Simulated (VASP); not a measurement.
# W (C2/m) in VASP: single point with PBEsol

Aim: the single point of W with PBEsol.

Everything below comes from runs of VASP 6.6.1. Logs are shortened: lines on timing, memory, paths and dates and some standing lists are left out, and cuts for length are marked.

## (1) The cell of the first run

Symmetry: C2/m, No. 12, monoclinic system. The conventional cell has a = 3.998 Å, b = 3.998 Å, c = 3.998 Å, α = 90.00°, β = 90.00°, γ = 90.00°. W (site symmetry m) has 12 W at 2.56 to 3.10 Å within 3.4 Å.

## (2) Single point, PBEsol (atoms displaced along several vibrational modes)

Input file INCAR:

```
SYSTEM = W
PREC = Accurate
ENCUT = 520
EDIFF = 1E-7
ISMEAR = 0
SIGMA = 0.15
LREAL = .FALSE.
LASPH = .TRUE.
NELM = 60
ALGO = Fast
ISIF = 2
LWAVE = .FALSE.
LCHARG = .FALSE.
GGA = PS
NBANDS = 21
```

Input file KPOINTS:

```
Automatic mesh
0
G
  16 16 12
  0 0 0
```

Input file POSCAR:

```
W
1.0
    0.0000000000     -1.9991269216     -1.9991269216
    0.0000000000      1.9991269216     -1.9991269216
    3.9982538432      0.0000000000      0.0000000000
W
2
Direct
    0.5303132329      0.4696867671      0.4829925756
   -0.0303132329      0.0303132329      0.0170074244
```

Potentials or basis: VASP PAW PBE potentials, release 64 (W_sv).

On the command line:

```console
$ cat potpaw_PBE.64/W_sv/POTCAR > POTCAR
$ mpirun -np 1 vasp_std > vasp.out
```

OUTCAR:

```text
SYSTEM = W
   PREC = Accurate
   ENCUT = 520
   EDIFF = 1E-7
   ISMEAR = 0
   LREAL = .FALSE.
   LASPH = .TRUE.
   NELM = 60
   ISIF = 2
   GGA = PS

 ion  position               nearest neighbor table
   1  0.530  0.470  0.483-   2 2.56   2 2.74   2 2.74   2 2.76   2 2.91   2 2.93   2 2.93   2 3.10

   2  0.970  0.030  0.017-   1 2.56   1 2.74   1 2.74   1 2.76   1 2.91   1 2.93   1 2.93   1 3.10

  LATTYP: Found a simple tetragonal cell.
 ALAT       =     2.8271924054
 C/A-ratio  =     1.4142135624

  Lattice vectors:

 A1 = (   0.0000000000,  -1.9991269216,  -1.9991269216)
 A2 = (   0.0000000000,   1.9991269216,  -1.9991269216)
 A3 = (   3.9982538432,   0.0000000000,   0.0000000000)

Analysis of symmetry for initial positions (statically):
=====================================================================
 Subroutine PRICEL returns:
 Original cell was already a primitive cell.

 Routine SETGRP: Setting up the symmetry group for a
 simple tetragonal supercell.

 Subroutine GETGRP returns: Found  4 space group operations
 (whereof  2 operations were pure point group operations)
 out of a pool of 16 trial point group operations.

The static configuration has the point symmetry C_1h.
 The point group associated with its full space group is C_2h.

Analysis of symmetry for dynamics (positions and initial velocities):
=====================================================================
 Subroutine PRICEL returns:
 Original cell was already a primitive cell.

 Routine SETGRP: Setting up the symmetry group for a
 simple tetragonal supercell.

 Subroutine GETGRP returns: Found  4 space group operations
 (whereof  2 operations were pure point group operations)
 out of a pool of 16 trial point group operations.

The dynamic configuration has the point symmetry C_1h.
 The point group associated with its full space group is C_2h.

 Subroutine INISYM returns: Found  4 space group operations
 (whereof  2 operations are pure point group operations),
 and found     1 'primitive' translations

----------------------------------------------------------------------------------------

                                     Primitive cell

  volume of cell :      31.9581

[... 82 lines left out ...]
   ISPIN  =      1    spin polarized calculation?
   LNONCOLLINEAR =      F non collinear calculations
   LSORBIT =      F    spin-orbit coupling
   LASPH  =      T    aspherical Exc in radial PAW
   ENCUT  =  520.0 eV  38.22 Ry    6.18 a.u.   5.26  5.26  7.43*2*pi/ulx,y,z
   NELM   =     60;   NELMIN=  2; NELMDL= -5     # of ELM steps
   EDIFF  = 0.1E-06   stopping-criterion for ELM
   LREAL  =      F    real-space projection
   EDIFFG = 0.1E-05   stopping-criterion for IOM
   NSW    =      0    number of steps for IOM
   IBRION =     -1    ionic relax: 0-MD 1-quasi-New 2-CG
   NFREE  =      0    steps in history (QN), initial steepest desc. (CG)
   ISIF   =      2    stress and relaxation
   ISYM   =      2    0-nonsym 1-usesym 2-fastsym
   POTIM  = 0.5000    time-step for ionic-motion
   TEBEG  =    0.0;   TEEND  =   0.0 temperature during run
   PSTRESS=    0.0 pullay stress
   NELECT =      28.0000    total number of electrons
   NUPDOWN=      -1.0000    fix difference up-down
   EMIN   =  10.00;   EMAX   =-10.00  energy-range for DOS
   EFERMI =   0.00;   METHOD = LEGACY
   ISMEAR =     0;   SIGMA  =   0.15  broadening in eV -4-tet -1-fermi 0-gaus
   EFERMI_NEDOS =   21; number of points for ismear=-14 and -15
   IALGO  =     68    algorithm
   IMIX   =      4    mixing-type and parameters
     AMIX     =   0.40;   BMIX     =  1.00
     AMIX_MAG =   1.60;   BMIX_MAG =  1.00
  volume/ion in A,a.u.               =      15.98       107.83
  Fermi-wavevector in a.u.,A,eV,Ry     =   1.566512  2.960279 33.388164  2.453961
  Thomas-Fermi vector in A             =   2.668829
   LORBIT       =      0    0 simple, 1 ext, 2 COOP (PROOUT), +10 PAW based schemes
   GGA     = PS    functional components
   LHFCALC =     F    Hartree Fock is set to
   AEXX    =    0.0000 exact exchange contribution
   IVDW    =     0    specifies the selected vdW correction
   LEPSILON=     F    determine dielectric tensor
   LRPA    =     F    only Hartree local field effects (RPA)
 non-spin polarized calculation
 RMM-DIIS sequential band-by-band and
 Gauss-broadening in eV      SIGMA  =   0.15
  energy-cutoff  :      520.00
  volume of cell :       31.96
 maximum number of plane-waves:       888
 NGX is ok and might be reduce to    24
   NGX = 11   NGY = 11   NGZ = 15

 number of electron      27.9999998 magnetization

 Free energy of the ion-electron system (eV)
  ---------------------------------------------------
  ext. energy  EPLUGINS =         0.00000000
  ---------------------------------------------------
  free energy    TOTEN  =       -26.40385946 eV

  energy without entropy =      -26.38155814  energy(sigma->0) =      -26.39270880

 E-fermi :  10.7361     XC(G=0): -13.6790

 val. band max:       10.7354329092   @ k =  -0.0625   0.4375   0.3333
 cond. band min:      10.7367196049   @ k =   0.0625  -0.3125   0.3333
 fundamental gap:      0.0012866957
 Fermi energy:        10.7360956138

 k-point     1 :       0.0000    0.0000    0.0000
  band No.  band energies     occupation
      1     -62.8582      2.00000
      2     -62.6612      2.00000
      3     -27.6993      2.00000
      4     -26.9364      2.00000
      5     -26.9101      2.00000
      6     -26.4710      2.00000
[... 565 lines left out ...]
     20      18.1928      0.00000
     21      22.3705      0.00000

 [... further k-points ...]

------------------------ aborting loop because EDIFF is reached ----------------------------------------

  FORCE on cell =-STRESS in cart. coord.  units (eV):
  Direction    XX          YY          ZZ          XY          YZ          ZX
  --------------------------------------------------------------------------------------
  -------------------------------------------------------------------------------------
  Total        0.7642888      0.9741744      2.1955370     -1.0024519      0.0000000      0.0000000
  in kB       38.3166033     48.8389355    110.0703241    -50.2565922      0.0000000      0.0000000
  external PRESSURE =      65.7419543 kB  Pullay stress =       0.0000000 kB

 VOLUME and BASIS-vectors are now :
 -----------------------------------------------------------------------------
  energy-cutoff  :      520.00
  volume of cell :       31.96
      direct lattice vectors                 reciprocal lattice vectors
     0.000000000 -1.999126922 -1.999126922     0.000000000 -0.250109182 -0.250109182
     0.000000000  1.999126922 -1.999126922     0.000000000  0.250109182 -0.250109182
     3.998253843  0.000000000  0.000000000     0.250109182  0.000000000  0.000000000

 POSITION                                       TOTAL-FORCE (eV/Angst)
 -----------------------------------------------------------------------------------
      1.93113     -0.12120     -1.99913         1.677893      0.767117      0.000000
      0.06800     -1.87793     -1.99913        -1.677893     -0.767117      0.000000
 -----------------------------------------------------------------------------------
    total drift:                                0.000000      0.000000     -0.000000

  FREE ENERGIE OF THE ION-ELECTRON SYSTEM (eV)
  ---------------------------------------------------
  free  energy   TOTEN  =       -26.4038594626 eV

  energy  without entropy=      -26.3815581378  energy(sigma->0) =      -26.39270880
```

Wall time 6 min (1 thread of Intel Xeon Platinum 8488C (Sapphire Rapids), shared host); peak memory 0.5 GiB.

Results:

```
Free energy            : -26.4039 eV
Pressure               : 6.6 GPa
Largest force          : 1.845 eV/Å
Band gap on the k mesh : zero (bands 14 and 15 overlap by 3.69 eV)
```

Forces on the atoms (eV/Å):
```
W    1.678  0.767  0.000
W   -1.678 -0.767  0.000
```

Caveat: the cell differs from its parent crystal (atoms displaced along several vibrational modes); the stress differs along the axes, from 4 to 11 GPa; the PAW data sets were made with another functional, which shifts forces and pressure a little; spin-orbit coupling is left out, which moves the levels of the heavy elements.
